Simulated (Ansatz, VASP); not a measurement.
This is a calculation of In for VASP 6.6.1.

File POSCAR:

```
In
1.0
   -1.6254700000      1.6254700000      2.4737000000
    1.6254700000     -1.6254700000      2.4737000000
    1.6254700000      1.6254700000     -2.4737000000
In
1
Direct
    0.0000000000      0.0000000000      0.0000000000
```

INCAR.step1

```
ALGO = Normal ; EDIFF = 1E-4
ENCUT = 520 ; GGA = PE
ISMEAR = -1 ; LASPH = T
LCHARG = F ; LREAL = F
LWAVE = T ; NBANDS = 12
NELM = 100 ; PREC = Accurate
SIGMA = 0.05
```

Contents of INCAR.step2:

```
ALGO = Normal ; EDIFF = 1E-6
ENCUT = 520 ; ISIF = 2
ISMEAR = -1 ; ISTART = 1
LASPH = T ; LCHARG = T
LELF = T ; LMIXTAU = T
LREAL = F ; LVHAR = T
LWAVE = F ; METAGGA = R2SCAN
NBANDS = 12 ; NELM = 100
PREC = Accurate ; SIGMA = 0.05
```

The input KPOINTS:

```
k-points
0
Gamma
  11 11 11
```

Potentials or basis: VASP PAW PBE potentials, release 64 (In_d).

The run is started by

```console
$ cat potpaw_PBE.64/In_d/POTCAR > POTCAR
$ cp INCAR.step1 INCAR
$ mpirun -np 1 vasp_std > vasp.out
$ cp INCAR.step2 INCAR
$ mpirun -np 1 vasp_std > vasp.out
```

Q: Translate it to Ansatz 0.2.0. Potentials there: Ansatz PAW.

A: As run (the cutoff follows the program's own potentials):

Contents of input.yaml:

```yaml
crystal:
  lattice:
    - [-1.62547, 1.62547, 2.4737]
    - [1.62547, -1.62547, 2.4737]
    - [1.62547, 1.62547, -2.4737]
  atoms:
    - { symbol: In, position: [0.0, 0.0, 0.0] }
hamiltonian:
  xc: r2scan
  pseudopotentials: { kind: paw }
kpoints:
  mp_grid: { grid: [11, 11, 11] }
scf:
  occupations: { method: fermi_dirac, width: 0.05 }
output:
  forces: true
  stress: true
  eigenvalues: true
```

Potentials or basis: Ansatz PAW.

The run is started by

```sh
$ ansatz run input.yaml --threads 2 --pin off --max-ram 5632MiB --backend cpu --events-out ev --progress --plain --runs-dir out
```

Both were run:

|  | VASP | Ansatz | Ansatz less VASP |
| --- | --- | --- | --- |
| gap on the k mesh at the Fermi level (eV) | none | none | - |
| pressure (GPa) | 0.3 | 0.2 | -0.02 |
| traceless stress, the component that is largest in VASP (GPa) | -0.29 | -0.29 | -0.004 |

VASP's potentials were made for PBE, not for r2SCAN. A gap of «none» marks a metal or a gap that the smearing closes.
